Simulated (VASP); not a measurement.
# SiC (I-4m2) in VASP: notebook, part 2 of 2

VASP 6.6.1. The steps go on from the part before.

**4. Single point, PBE**

This run uses another cell than the first one, of the same volume but with other edges.

File INCAR:

```
PREC = Accurate
ENCUT = 520
EDIFF = 1E-7
ISMEAR = 0
SIGMA = 0.05
LREAL = F
LASPH = T
NELM = 60
ALGO = Normal
ISIF = 2
LWAVE = F
LCHARG = F
GGA = PE
NBANDS = 11
```

File KPOINTS:

```
regular mesh
0
Gamma
  12 12 12
```

File POSCAR:

```
SiC
1.0
    0.0000000000      2.3117676776      1.9650025259
    2.3117676776      0.0000000000      1.9650025259
    2.3117676776      2.3117676776      0.0000000000
Si C
1 1
Direct
    0.0000000000      0.0000000000      0.0000000000
    0.7500000000      0.7500000000      0.7500000000
```

Potentials or basis: VASP PAW PBE potentials, release 64 (Si, C).

On the command line:

```sh
> cat potpaw_PBE.64/Si/POTCAR potpaw_PBE.64/C/POTCAR > POTCAR
> mpirun -np 1 vasp_std > vasp.out
```

OUTCAR:

```text
PREC = Accurate
   ENCUT = 520
   EDIFF = 1E-7
   ISMEAR = 0
   LREAL = F
   LASPH = T
   NELM = 60
   ISIF = 2
   GGA = PE

 ion  position               nearest neighbor table
   1  0.000  0.000  0.000-   2 1.91   2 1.91   2 1.91   2 1.91
   2  0.750  0.750  0.750-   1 1.91   1 1.91   1 1.91   1 1.91

  LATTYP: Found a body centered tetragonal cell.
 ALAT       =     3.2693332027
 C/A-ratio  =     1.2020815280

  Lattice vectors:

 A1 = (   0.0000000000,  -2.3117676776,  -1.9650025259)
 A2 = (   0.0000000000,   2.3117676776,  -1.9650025259)
 A3 = (   2.3117676776,   0.0000000000,   1.9650025259)

Analysis of symmetry for initial positions (statically):
=====================================================================
 Subroutine PRICEL returns:
 Original cell was already a primitive cell.

 Routine SETGRP: Setting up the symmetry group for a
 body centered tetragonal supercell.

 Subroutine GETGRP returns: Found  8 space group operations
 (whereof  8 operations were pure point group operations)
 out of a pool of 16 trial point group operations.

The static configuration has the point symmetry D_2d.

Analysis of symmetry for dynamics (positions and initial velocities):
=====================================================================
 Subroutine PRICEL returns:
 Original cell was already a primitive cell.

 Routine SETGRP: Setting up the symmetry group for a
 body centered tetragonal supercell.

 Subroutine GETGRP returns: Found  8 space group operations
 (whereof  8 operations were pure point group operations)
 out of a pool of 16 trial point group operations.

The dynamic configuration has the point symmetry D_2d.

 Subroutine INISYM returns: Found  8 space group operations
 (whereof  8 operations are pure point group operations),
 and found     1 'primitive' translations

[... 119 lines left out ...]
   GGA     = PE    functional components
   LHFCALC =     F    Hartree Fock is set to
   AEXX    =    0.0000 exact exchange contribution
   IVDW    =     0    specifies the selected vdW correction
   LEPSILON=     F    determine dielectric tensor
   LRPA    =     F    only Hartree local field effects (RPA)
 non-spin polarized calculation
 Gauss-broadening in eV      SIGMA  =   0.05
  energy-cutoff  :      520.00
  volume of cell :       21.00
 maximum number of plane-waves:       584
   NGX = 11   NGY = 11   NGZ = 13

 number of electron       8.0000001 magnetization

 Free energy of the ion-electron system (eV)
  ---------------------------------------------------
  ext. energy  EPLUGINS =         0.00000000
  ---------------------------------------------------
  free energy    TOTEN  =       -14.82369503 eV

  energy without entropy =      -14.82366271  energy(sigma->0) =      -14.82367887

 E-fermi :   8.6159     XC(G=0): -11.3221

 val. band max:        8.6108319776   @ k =   0.5000   0.5000   0.0000
 cond. band min:       8.6210005486   @ k =   0.0000   0.0000   0.0000
 fundamental gap:      0.0101685710
 Fermi energy:         8.6159162608

 k-point     1 :       0.0000    0.0000    0.0000
  band No.  band energies     occupation
      1      -7.3073      2.00000
      2       7.7519      2.00000
      3       7.7519      2.00000
      4       8.6210      0.88565
      5      13.9260      0.00000
      6      14.9643      0.00000
      7      15.4737      0.00000
      8      15.4737      0.00000
      9      20.0740      0.00000
     10      23.1358      0.00000
     11      23.3172      0.00000
[... 309 lines left out ...]
 k-point    24 :      -0.4167    0.1667    0.0000
  band No.  band energies     occupation
      1      -3.5059      2.00000
      2       0.3216      2.00000
      3       5.5244      2.00000
      4       5.9479      2.00000
      5      12.0002      0.00000
      6      15.6419      0.00000
      7      15.9004      0.00000
      8      18.9170      0.00000
      9      21.9025      0.00000
     10      23.8348      0.00000
     11      27.0193      0.00000

 [... further k-points ...]

------------------------ aborting loop because EDIFF is reached ----------------------------------------

  FORCE on cell =-STRESS in cart. coord.  units (eV):
  Direction    XX          YY          ZZ          XY          YZ          ZX
  --------------------------------------------------------------------------------------
  -------------------------------------------------------------------------------------
  Total       -1.5831507     -1.5831507      2.3341918      0.0000000      0.0000000      0.0000000
  in kB     -120.7678534   -120.7678534    178.0597011      0.0000000      0.0000000      0.0000000
  external PRESSURE =     -21.1586686 kB  Pullay stress =       0.0000000 kB

 VOLUME and BASIS-vectors are now :
 -----------------------------------------------------------------------------
  energy-cutoff  :      520.00
  volume of cell :       21.00
      direct lattice vectors                 reciprocal lattice vectors
     0.000000000  2.311767678  1.965002526    -0.216284709  0.216284709  0.254452599
     2.311767678  0.000000000  1.965002526     0.216284709 -0.216284709  0.254452599
     2.311767678  2.311767678  0.000000000     0.216284709  0.216284709 -0.254452599

 POSITION                                       TOTAL-FORCE (eV/Angst)
 -----------------------------------------------------------------------------------
      0.00000      0.00000      0.00000         0.000000      0.000000      0.000000
      3.46765      3.46765      2.94750        -0.000000     -0.000000     -0.000000
 -----------------------------------------------------------------------------------
    total drift:                                0.000000      0.000000      0.000000

  FREE ENERGIE OF THE ION-ELECTRON SYSTEM (eV)
  ---------------------------------------------------
  free  energy   TOTEN  =       -14.8236950285 eV

  energy  without entropy=      -14.8236627145  energy(sigma->0) =      -14.82367887
```

OSZICAR:

```text
N       E                     dE             d eps       ncg     rms          rms(c)
DAV:   1     0.391372029564E+01    0.39137E+01   -0.38955E+03  3714   0.611E+02
DAV:   2    -0.159786223592E+02   -0.19892E+02   -0.19018E+02  4473   0.109E+02
DAV:   3    -0.166071849467E+02   -0.62856E+00   -0.62744E+00  4433   0.162E+01
DAV:   4    -0.166096192213E+02   -0.24343E-02   -0.24341E-02  4073   0.127E+00
DAV:   5    -0.166096300381E+02   -0.10817E-04   -0.10817E-04  4479   0.791E-02    0.853E+00
DAV:   6    -0.148713739473E+02    0.17383E+01   -0.63602E+00  3904   0.112E+01    0.371E+00
DAV:   7    -0.148311548911E+02    0.40219E-01   -0.35003E-01  4339   0.343E+00    0.172E+00
DAV:   8    -0.148235839591E+02    0.75709E-02   -0.19097E-02  4068   0.921E-01    0.172E-01
DAV:   9    -0.148235984356E+02   -0.14477E-04   -0.18862E-03  4496   0.241E-01    0.107E-01
DAV:  10    -0.148236914017E+02   -0.92966E-04   -0.21215E-04  4085   0.905E-02    0.256E-02
DAV:  11    -0.148236945426E+02   -0.31409E-05   -0.34693E-05  4318   0.320E-02    0.647E-03
DAV:  12    -0.148236949413E+02   -0.39875E-06   -0.15040E-06  4129   0.762E-03    0.104E-03
DAV:  13    -0.148236950285E+02   -0.87201E-07   -0.68405E-08  2879   0.188E-03
   1 F= -.14823695E+02 E0= -.14823679E+02  d E =-.323140E-04
```

Run time: 9.3 s. Hardware: 1 thread of Intel Xeon 6975P-C (Granite Rapids), shared host; peak memory 0.15 GiB.

What came out:

```
Free energy            : -14.8237 eV
Pressure               : -2.1 GPa
Band gap on the k mesh : zero (band 4 reaches 8.62 eV, above the bottom of band 5 at 8.61 eV)
```

Stress tensor (GPa, compression positive):
```
-12.08   0.00   0.00
  0.00 -12.08   0.00
  0.00   0.00  17.81
```

Levels at points of the mesh, in eV from the Fermi level:
```
           k point  band 1  band 2  band 3  band 4  band 5  band 6  band 7  band 8
(0.00, 0.00, 0.00)  -15.92   -0.86   -0.86    0.01    5.31    6.35    6.86    6.86
(0.50, 0.00, 0.00)  -12.34   -9.05   -2.51   -0.92    3.61    5.42    8.75    9.80
(0.50, 0.50, 0.00)  -10.14   -7.00   -4.84   -4.84   -0.01    1.77   12.74   12.74
(0.50, 0.00, 0.50)  -11.34   -9.02   -3.18   -2.98    1.41    4.64   10.96   12.49
```

**5. Single point, PBE**

This run uses another cell than the first one, of the same volume but with other edges.

File INCAR:

```
  PREC = Accurate
  ENCUT = 520
  EDIFF = 1E-6
  ISMEAR = 0
  SIGMA = 0.05
  LREAL = F
  LASPH = T
  NELM = 100
  ALGO = Normal
  ISIF = 2
  LWAVE = F
  LCHARG = F
  GGA = PE
  NBANDS = 11
```

File KPOINTS:

```
Automatic mesh
0
Gamma
  12 12 12
```

File POSCAR:

```
SiC
1.0
    0.0000000000      2.0607410096      2.4728892115
    2.0607410096      0.0000000000      2.4728892115
    2.0607410096      2.0607410096      0.0000000000
Si C
1 1
Direct
    0.0000000000      0.0000000000      0.0000000000
    0.7500000000      0.7500000000      0.7500000000
```

On the command line:

```sh
> cat potpaw_PBE.64/Si/POTCAR potpaw_PBE.64/C/POTCAR > POTCAR
> mpirun -np 1 vasp_std > vasp.out
```

Wall time 9.3 s (1 thread of Intel Xeon 6975P-C (Granite Rapids), shared host); peak memory 0.15 GiB.

The run converged. Its results:

| Quantity | Value |
| --- | --- |
| Free energy | -14.5910 eV |
| Pressure | -1.6 GPa |
| Band gap on the k mesh | 0.31 eV, indirect (least direct gap 3.03 eV) |

Stress tensor (GPa, compression positive):
```
 20.04   0.00   0.00
  0.00  20.04   0.00
  0.00   0.00 -45.02
```

Levels at points of the mesh, in eV from the valence-band top:
```csv
k point,band 1,band 2,band 3,band 4,band 5,band 6,band 7,band 8,band 9
"(0.00, 0.00, 0.00)",-15.99,-1.73,-0.07,-0.07,4.81,6.51,6.51,6.73,10.68
"(0.50, 0.00, 0.00)",-12.38,-9.12,-2.91,-0.46,2.56,7.41,7.89,9.55,14.31
"(0.50, 0.50, 0.00)",-11.87,-9.91,-2.43,-2.43,1.95,5.68,11.76,13.42,13.42
"(0.50, 0.00, 0.50)",-10.49,-7.63,-4.52,-4.13,0.31,2.59,9.90,13.30,14.70
```

 A k mesh can miss the band edges.

**6. Single point, PBE**

This run uses another cell than the first one, of the same volume but with other edges.

File INCAR:

```
  ALGO = Normal
  EDIFF = 1E-6
  ENCUT = 520
  GGA = PE
  ISIF = 2
  ISMEAR = 0
  LASPH = T
  LCHARG = F
  LREAL = F
  LWAVE = F
  NBANDS = 11
  NELM = 100
  PREC = Accurate
  SIGMA = 0.05
```

File KPOINTS:

```
k-points
0
Gamma
  12 12 12
```

File POSCAR:

```
SiC
1.0
    0.0000000000      2.3789517200      1.8555823416
    2.3789517200      0.0000000000      1.8555823416
    2.3789517200      2.3789517200      0.0000000000
Si C
1 1
Direct
    0.0000000000      0.0000000000      0.0000000000
    0.7500000000      0.7500000000      0.7500000000
```

Potentials or basis: VASP PAW PBE potentials, release 64 (Si, C).

On the command line:

```sh
> cat potpaw_PBE.64/Si/POTCAR potpaw_PBE.64/C/POTCAR > POTCAR
> mpirun -np 1 vasp_std > vasp.out
```

OUTCAR:

```text
EDIFF = 1E-6
   ENCUT = 520
   GGA = PE
   ISIF = 2
   ISMEAR = 0
   LASPH = T
   LREAL = F
   NELM = 100
   PREC = Accurate

 ion  position               nearest neighbor table
   1  0.000  0.000  0.000-   2 1.92   2 1.92   2 1.92   2 1.92
   2  0.750  0.750  0.750-   1 1.92   1 1.92   1 1.92   1 1.92

  LATTYP: Found a body centered tetragonal cell.
 ALAT       =     3.3643457867
 C/A-ratio  =     1.1030865787

  Lattice vectors:

 A1 = (   0.0000000000,  -2.3789517200,  -1.8555823416)
 A2 = (   0.0000000000,   2.3789517200,  -1.8555823416)
 A3 = (   2.3789517200,   0.0000000000,   1.8555823416)

Analysis of symmetry for initial positions (statically):
=====================================================================
 Subroutine PRICEL returns:
 Original cell was already a primitive cell.

 Routine SETGRP: Setting up the symmetry group for a
 body centered tetragonal supercell.

 Subroutine GETGRP returns: Found  8 space group operations
 (whereof  8 operations were pure point group operations)
 out of a pool of 16 trial point group operations.

The static configuration has the point symmetry D_2d.

Analysis of symmetry for dynamics (positions and initial velocities):
=====================================================================
 Subroutine PRICEL returns:
 Original cell was already a primitive cell.

 Routine SETGRP: Setting up the symmetry group for a
 body centered tetragonal supercell.

 Subroutine GETGRP returns: Found  8 space group operations
 (whereof  8 operations were pure point group operations)
 out of a pool of 16 trial point group operations.

The dynamic configuration has the point symmetry D_2d.

 Subroutine INISYM returns: Found  8 space group operations
 (whereof  8 operations are pure point group operations),
 and found     1 'primitive' translations

----------------------------------------------------------------------------------------

[... 119 lines left out ...]
   AEXX    =    0.0000 exact exchange contribution
   IVDW    =     0    specifies the selected vdW correction
   LEPSILON=     F    determine dielectric tensor
   LRPA    =     F    only Hartree local field effects (RPA)
 non-spin polarized calculation
 Gauss-broadening in eV      SIGMA  =   0.05
  energy-cutoff  :      520.00
  volume of cell :       21.00
 maximum number of plane-waves:       583
   NGX = 11   NGY = 11   NGZ = 13

 number of electron       8.0000000 magnetization

 Free energy of the ion-electron system (eV)
  ---------------------------------------------------
  ext. energy  EPLUGINS =         0.00000000
  ---------------------------------------------------
  free energy    TOTEN  =       -14.56049718 eV

  energy without entropy =      -14.56044449  energy(sigma->0) =      -14.56047084

 E-fermi :   8.7917     XC(G=0): -11.3606

 val. band max:        8.7251712379   @ k =   0.0833   0.0000   0.0000
 cond. band min:       8.8581180920   @ k =   0.5000   0.4167   0.0000
 fundamental gap:      0.1329468541
 Fermi energy:         8.7917395955

 k-point     1 :       0.0000    0.0000    0.0000
  band No.  band energies     occupation
      1      -7.2570      2.00000
      2       7.7599      2.00000
      3       7.7599      2.00000
      4       8.9866      0.00000
      5      13.8337      0.00000
      6      15.0165      0.00000
      7      15.7994      0.00000
      8      15.7994      0.00000
      9      18.9975      0.00000
     10      22.6810      0.00000
     11      22.6844      0.00000
[... 309 lines left out ...]
 k-point    24 :      -0.4167    0.1667    0.0000
  band No.  band energies     occupation
      1      -3.4611      2.00000
      2       0.5980      2.00000
      3       5.1613      2.00000
      4       6.3597      2.00000
      5      11.6670      0.00000
      6      15.3825      0.00000
      7      16.0392      0.00000
      8      18.1962      0.00000
      9      22.3907      0.00000
     10      24.3279      0.00000
     11      26.3652      0.00000

 [... further k-points ...]

------------------------ aborting loop because EDIFF is reached ----------------------------------------

  FORCE on cell =-STRESS in cart. coord.  units (eV):
  Direction    XX          YY          ZZ          XY          YZ          ZX
  --------------------------------------------------------------------------------------
  -------------------------------------------------------------------------------------
  Total       -2.3798843     -2.3798843      2.8560932      0.0000000      0.0000000      0.0000000
  in kB     -181.5452720   -181.5452720    217.8720284      0.0000000      0.0000000      0.0000000
  external PRESSURE =     -48.4061719 kB  Pullay stress =       0.0000000 kB

 VOLUME and BASIS-vectors are now :
 -----------------------------------------------------------------------------
  energy-cutoff  :      520.00
  volume of cell :       21.00
      direct lattice vectors                 reciprocal lattice vectors
     0.000000000  2.378951720  1.855582342    -0.210176607  0.210176607  0.269457188
     2.378951720  0.000000000  1.855582342     0.210176607 -0.210176607  0.269457188
     2.378951720  2.378951720  0.000000000     0.210176607  0.210176607 -0.269457188

 POSITION                                       TOTAL-FORCE (eV/Angst)
 -----------------------------------------------------------------------------------
      0.00000      0.00000      0.00000        -0.000000      0.000000     -0.000000
      3.56843      3.56843      2.78337         0.000000     -0.000000      0.000000
 -----------------------------------------------------------------------------------
    total drift:                                0.000000      0.000000      0.000000

  FREE ENERGIE OF THE ION-ELECTRON SYSTEM (eV)
  ---------------------------------------------------
  free  energy   TOTEN  =       -14.5604971842 eV

  energy  without entropy=      -14.5604444900  energy(sigma->0) =      -14.56047084
```

OSZICAR:

```text
N       E                     dE             d eps       ncg     rms          rms(c)
DAV:   1     0.359184967164E+01    0.35918E+01   -0.39252E+03  3682   0.610E+02
DAV:   2    -0.156933809039E+02   -0.19285E+02   -0.18458E+02  4529   0.107E+02
DAV:   3    -0.163051311611E+02   -0.61175E+00   -0.61062E+00  4407   0.159E+01
DAV:   4    -0.163073809945E+02   -0.22498E-02   -0.22497E-02  4114   0.123E+00
DAV:   5    -0.163073906036E+02   -0.96091E-05   -0.96090E-05  4392   0.749E-02    0.837E+00
DAV:   6    -0.146027323940E+02    0.17047E+01   -0.62728E+00  3922   0.111E+01    0.358E+00
DAV:   7    -0.145681810576E+02    0.34551E-01   -0.33519E-01  4306   0.338E+00    0.167E+00
DAV:   8    -0.145604934995E+02    0.76876E-02   -0.18280E-02  4073   0.905E-01    0.176E-01
DAV:   9    -0.145604172876E+02    0.76212E-04   -0.20907E-03  4579   0.249E-01    0.102E-01
DAV:  10    -0.145604936587E+02   -0.76371E-04   -0.18901E-04  4011   0.875E-02    0.264E-02
DAV:  11    -0.145604968081E+02   -0.31495E-05   -0.27278E-05  4261   0.290E-02    0.546E-03
DAV:  12    -0.145604971842E+02   -0.37603E-06   -0.95032E-07  2446   0.654E-03
   1 F= -.14560497E+02 E0= -.14560471E+02  d E =-.526942E-04
```

It took 12 s on 1 thread of Intel Xeon 6975P-C (Granite Rapids), shared host; peak memory 0.16 GiB.

What came out:

| Item | Value |
| --- | --- |
| Free energy | -14.5605 eV |
| Pressure | -4.8 GPa |
| Band gap on the k mesh | zero (band 4 reaches 8.99 eV, above the bottom of band 5 at 8.52 eV) |

Levels at points of the mesh, in eV from the Fermi level:
| k point | band 1 | band 2 | band 3 | band 4 | band 5 | band 6 | band 7 | band 8 | band 9 |
| --- | --- | --- | --- | --- | --- | --- | --- | --- | --- |
| (0.00, 0.00, 0.00) | -16.05 | -1.03 | -1.03 | 0.19 | 5.04 | 6.22 | 7.01 | 7.01 | 10.21 |
| (0.50, 0.00, 0.00) | -12.36 | -9.13 | -2.95 | -0.86 | 2.76 | 4.78 | 9.67 | 10.04 | 13.49 |
| (0.50, 0.50, 0.00) | -9.85 | -6.35 | -5.43 | -5.43 | -0.27 | 0.66 | 12.38 | 12.38 | 15.47 |
| (0.50, 0.00, 0.50) | -11.63 | -9.46 | -2.86 | -2.59 | 1.83 | 5.13 | 9.75 | 11.37 | 14.15 |

**7. Overview**

| cell | gap on the mesh (eV) | pressure (GPa) |
| --- | --- | --- |
| a = 3.010, b = 3.010, c = 3.476 Å, angles 54.7, 54.7, 70.5°, 2 atoms | none | -8.7 |
| a = 3.379, b = 3.379, c = 2.759 Å, angles 65.9, 65.9, 48.2°, 2 atoms | none | -2.6 |
| a = 3.034, b = 3.034, c = 3.269 Å, angles 57.4, 57.4, 65.2°, 2 atoms | none | -2.1 |
| a = 3.219, b = 3.219, c = 2.914 Å, angles 63.1, 63.1, 53.8°, 2 atoms | 0.31 | -1.6 |
| a = 3.017, b = 3.017, c = 3.364 Å, angles 56.1, 56.1, 67.8°, 2 atoms | none | -4.8 |

Alike in all rows: task single point; level PBE; potentials or basis VASP PAW PBE potentials, release 64 (Si, C); no spin polarisation; k mesh 12 × 12 × 12; cutoff (eV) 520; smearing gaussian 0.05 eV.

Total energies depend on the potentials used, so only differences within one code and one set of settings carry meaning.
